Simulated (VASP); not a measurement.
# Sb2W (fluorite type) (Fm-3m) in VASP: notebook, part 2 of 2

VASP 6.6.1. Earlier steps stand in the parts before.

### 3 Single point, PBE

Input file INCAR:

```
ALGO = Normal
EDIFF = 1E-6
ENCUT = 520
GGA = PE
ISIF = 2
ISMEAR = -1
LASPH = T
LCHARG = F
LREAL = F
LWAVE = F
NBANDS = 19
NELM = 80
PREC = Accurate
SIGMA = 0.08
```

Input file KPOINTS:

```
k-points
0
Gamma
  10 10 10
```

Input file POSCAR:

```
Sb2W
1.0
    0.0000000000      3.3115806480      3.3115806480
    3.3115806480      0.0000000000      3.3115806480
    3.3115806480      3.3115806480      0.0000000000
W Sb
1 2
Direct
    0.0000000000      0.0000000000      0.0000000000
    0.2500000000      0.2500000000      0.2500000000
    0.7500000000      0.7500000000      0.7500000000
```

Potentials or basis: VASP PAW PBE potentials, release 64 (W_sv, Sb).

Started as:

```
$ cat potpaw_PBE.64/W_sv/POTCAR potpaw_PBE.64/Sb/POTCAR > POTCAR
$ mpirun -np 1 vasp_std > vasp.out
```

OUTCAR:

```text
EDIFF = 1E-6
   ENCUT = 520
   GGA = PE
   ISIF = 2
   ISMEAR = -1
   LASPH = T
   LREAL = F
   NELM = 80
   PREC = Accurate

 ion  position               nearest neighbor table
   1  0.000  0.000  0.000-   2 2.87   3 2.87   3 2.87   3 2.87   3 2.87   2 2.87   2 2.87   2 2.87

   2  0.250  0.250  0.250-   1 2.87   1 2.87   1 2.87   1 2.87   3 3.31   3 3.31   3 3.31   3 3.31
                             3 3.31   3 3.31
   3  0.750  0.750  0.750-   1 2.87   1 2.87   1 2.87   1 2.87   2 3.31   2 3.31   2 3.31   2 3.31
                             2 3.31   2 3.31

  LATTYP: Found a face centered cubic cell.
 ALAT       =     6.6231612960

  Lattice vectors:

 A1 = (   0.0000000000,   3.3115806480,   3.3115806480)
 A2 = (   3.3115806480,   0.0000000000,   3.3115806480)
 A3 = (   3.3115806480,   3.3115806480,   0.0000000000)

Analysis of symmetry for initial positions (statically):
=====================================================================
 Subroutine PRICEL returns:
 Original cell was already a primitive cell.

 Routine SETGRP: Setting up the symmetry group for a
 face centered cubic supercell.

 Subroutine GETGRP returns: Found 48 space group operations
 (whereof 48 operations were pure point group operations)
 out of a pool of 48 trial point group operations.

The static configuration has the point symmetry O_h .

Analysis of symmetry for dynamics (positions and initial velocities):
=====================================================================
 Subroutine PRICEL returns:
 Original cell was already a primitive cell.

 Routine SETGRP: Setting up the symmetry group for a
 face centered cubic supercell.

[... 112 lines left out ...]
   ISIF   =      2    stress and relaxation
   ISYM   =      2    0-nonsym 1-usesym 2-fastsym
   POTIM  = 0.5000    time-step for ionic-motion
   TEBEG  =    0.0;   TEEND  =   0.0 temperature during run
   PSTRESS=    0.0 pullay stress
   NELECT =      24.0000    total number of electrons
   NUPDOWN=      -1.0000    fix difference up-down
   EMIN   =  10.00;   EMAX   =-10.00  energy-range for DOS
   EFERMI =   0.00;   METHOD = LEGACY
   ISMEAR =    -1;   SIGMA  =   0.08  broadening in eV -4-tet -1-fermi 0-gaus
   EFERMI_NEDOS =   21; number of points for ismear=-14 and -15
   IALGO  =     38    algorithm
   IMIX   =      4    mixing-type and parameters
     AMIX     =   0.40;   BMIX     =  1.00
     AMIX_MAG =   1.60;   BMIX_MAG =  1.00
  volume/ion in A,a.u.               =      24.21       163.38
  Fermi-wavevector in a.u.,A,eV,Ry     =   1.131792  2.138777 17.428422  1.280953
  Thomas-Fermi vector in A             =   2.268492
   LORBIT       =      0    0 simple, 1 ext, 2 COOP (PROOUT), +10 PAW based schemes
   GGA     = PE    functional components
   LHFCALC =     F    Hartree Fock is set to
   AEXX    =    0.0000 exact exchange contribution
   IVDW    =     0    specifies the selected vdW correction
   LEPSILON=     F    determine dielectric tensor
   LRPA    =     F    only Hartree local field effects (RPA)
 non-spin polarized calculation
  energy-cutoff  :      520.00
  volume of cell :       72.63
 maximum number of plane-waves:      1980
   NGX = 17   NGY = 17   NGZ = 17

 number of electron      24.0000001 magnetization

 Free energy of the ion-electron system (eV)
  ---------------------------------------------------
  ext. energy  EPLUGINS =         0.00000000
  ---------------------------------------------------
  free energy    TOTEN  =       -19.23280924 eV

  energy without entropy =      -19.13770680  energy(sigma->0) =      -19.18525802

 E-fermi :   8.3294     XC(G=0): -10.6513

 val. band max:        8.3090095554   @ k =  -0.3000   0.3000   0.1000
 cond. band min:       8.3311576428   @ k =  -0.4000   0.2000   0.0000
 fundamental gap:      0.0221480874
 Fermi energy:         8.3293955295

 k-point     1 :       0.0000    0.0000    0.0000
  band No.  band energies     occupation
      1     -65.3065      2.00000
      2     -29.5430      2.00000
      3     -29.5430      2.00000
      4     -29.5430      2.00000
      5      -3.9232      2.00000
      6       2.2841      2.00000
[... 505 lines left out ...]
      6      -0.1755      2.00000
[... 11 lines left out ...]
     18      13.1172      0.00000
     19      16.1753      0.00000

 [... further k-points ...]
[... 5 lines left out ...]
  --------------------------------------------------------------------------------------
  -------------------------------------------------------------------------------------
  Total       -0.0297014     -0.0297014     -0.0297014     -0.0000000     -0.0000000      0.0000000
  in kB       -0.6551663     -0.6551663     -0.6551663     -0.0000000     -0.0000000      0.0000000
  external PRESSURE =      -0.6551663 kB  Pullay stress =       0.0000000 kB

 VOLUME and BASIS-vectors are now :
 -----------------------------------------------------------------------------
  energy-cutoff  :      520.00
  volume of cell :       72.63
      direct lattice vectors                 reciprocal lattice vectors
     0.000000000  3.311580648  3.311580648    -0.150985301  0.150985301  0.150985301
     3.311580648  0.000000000  3.311580648     0.150985301 -0.150985301  0.150985301
     3.311580648  3.311580648  0.000000000     0.150985301  0.150985301 -0.150985301

 POSITION                                       TOTAL-FORCE (eV/Angst)
 -----------------------------------------------------------------------------------
      0.00000      0.00000      0.00000        -0.000000      0.000000      0.000000
      1.65579      1.65579      1.65579         0.000000      0.000000     -0.000000
      4.96737      4.96737      4.96737         0.000000     -0.000000      0.000000
 -----------------------------------------------------------------------------------
    total drift:                               -0.000000      0.000000      0.000000

  FREE ENERGIE OF THE ION-ELECTRON SYSTEM (eV)
  ---------------------------------------------------
  free  energy   TOTEN  =       -19.2328092383 eV

  energy  without entropy=      -19.1377068042  energy(sigma->0) =      -19.18525802
```

OSZICAR:

```text
N       E                     dE             d eps       ncg     rms          rms(c)
DAV:   1     0.165060022774E+03    0.16506E+03   -0.10701E+04  1794   0.116E+03
DAV:   2    -0.125013530802E+02   -0.17756E+03   -0.17473E+03  2198   0.305E+02
DAV:   3    -0.195028832492E+02   -0.70015E+01   -0.68476E+01  2198   0.573E+01
DAV:   4    -0.196204896916E+02   -0.11761E+00   -0.11663E+00  2305   0.820E+00
DAV:   5    -0.196223042867E+02   -0.18146E-02   -0.18145E-02  2268   0.100E+00    0.134E+01
DAV:   6    -0.193924971644E+02    0.22981E+00   -0.29645E+00  1924   0.940E+00    0.468E+00
DAV:   7    -0.192714153873E+02    0.12108E+00   -0.10160E+00  1933   0.444E+00    0.421E+00
DAV:   8    -0.192322536879E+02    0.39162E-01   -0.11461E-01  1940   0.250E+00    0.188E-01
DAV:   9    -0.192325214160E+02   -0.26773E-03   -0.38079E-03  2113   0.378E-01    0.176E-01
DAV:  10    -0.192327769929E+02   -0.25558E-03   -0.73567E-04  1910   0.192E-01    0.385E-02
DAV:  11    -0.192328019658E+02   -0.24973E-04   -0.52711E-05  2164   0.588E-02    0.167E-02
DAV:  12    -0.192328089317E+02   -0.69659E-05   -0.21071E-05  1893   0.216E-02    0.178E-03
DAV:  13    -0.192328092383E+02   -0.30660E-06   -0.60153E-07  1689   0.519E-03
   1 F= -.19232809E+02 E0= -.19185258E+02  d E =-.951024E-01
```

Wall time 48 s (1 thread of Intel Xeon Platinum 8488C (Sapphire Rapids), shared host); peak memory 0.24 GiB.

Results:

```
Free energy            : -19.2328 eV
Pressure               : -0.1 GPa
Band gap on the k mesh : zero (bands 12 and 13 overlap by 1.99 eV)
```

Caveat: spin-orbit coupling is left out, which moves the levels of the heavy elements.

### 4 Relaxation of cell and atoms, PBE

This run uses another cell than the first one, of 22.99 Å³/atom.

Input file INCAR:

```
SYSTEM = Sb2W
PREC = Accurate
ENCUT = 600
EDIFF = 1E-7
ISMEAR = -1
SIGMA = 0.08
LREAL = .False.
LASPH = .True.
NELM = 60
ALGO = Normal
ISIF = 3
LWAVE = .False.
LCHARG = .False.
GGA = PE
IBRION = 2
NSW = 100
EDIFFG = -0.005
```

Input file KPOINTS:

```
regular mesh
0
Gamma
  10 10 10
  0 0 0
```

Input file POSCAR:

```
Sb2W
1.0
    0.0000000000      3.2550335667      3.2550335667
    3.2550335667      0.0000000000      3.2550335667
    3.2550335667      3.2550335667      0.0000000000
W Sb
1 2
Direct
    0.0000000000      0.0000000000      0.0000000000
    0.2500000000      0.2500000000      0.2500000000
    0.7500000000      0.7500000000      0.7500000000
```

Started as:

```
$ cat potpaw_PBE.64/W_sv/POTCAR potpaw_PBE.64/Sb/POTCAR > POTCAR
$ mpirun -np 1 vasp_std > vasp.out
```

Wall time 3.1 min (1 thread of Intel Xeon Platinum 8488C (Sapphire Rapids), shared host); peak memory 0.27 GiB.

The run converged. Its results:

```yaml
Free_energy: -19.2327 eV
Relaxed_volume: 24.19 Å³/atom
Relaxed_cell: a = 4.682 Å, b = 4.682 Å, c = 4.682 Å, α = 60.00°, β = 60.00°, γ = 60.00°
Space_group_after_relaxing_to_0.1_Å: Fm-3m (No. 225)
Energy_gained_by_relaxing: 20.7 meV/atom
Ionic_steps: 4
Pressure_after_relaxing: 0.0 GPa
Band_gap_on_the_k_mesh: zero (bands 12 and 13 overlap by 2.00 eV)
```

Step by step:
```csv
step,energy change (eV),largest force (eV/Å),pressure (GPa),volume (Å³)
1,0.0000,0.0000,5.82,68.98
2,0.0339,0.0000,-5.69,77.65
3,-0.0622,0.0000,-0.08,72.65
4,-0.0622,0.0000,0.03,72.57
```

Final structure:
```
CELL_PARAMETERS angstrom
0.00000 3.31065 3.31065
3.31065 0.00000 3.31065
3.31065 3.31065 0.00000
ATOMIC_POSITIONS crystal
W 0.00000 0.00000 0.00000
Sb 0.25000 0.25000 0.25000
Sb 0.75000 0.75000 0.75000
```

Levels at points of the mesh, in eV from the Fermi level:
| k point | band 8 | band 9 | band 10 | band 11 | band 12 | band 13 | band 14 | band 15 | band 16 |
| --- | --- | --- | --- | --- | --- | --- | --- | --- | --- |
| (0.00, 0.00, 0.00) | -4.21 | -4.21 | -0.53 | -0.53 | 1.75 | 1.75 | 1.75 | 3.69 | 3.69 |
| (0.50, 0.00, 0.00) | -3.41 | -2.76 | -1.37 | -1.37 | -0.77 | -0.25 | -0.25 | 2.52 | 4.55 |
| (0.50, 0.50, 0.00) | -3.74 | -3.74 | -1.16 | -1.16 | -1.10 | 0.01 | 2.36 | 4.31 | 4.67 |

Caveat: spin-orbit coupling is left out, which moves the levels of the heavy elements.

The gap in the log of VASP goes by the Fermi energy; the results here count the filled bands.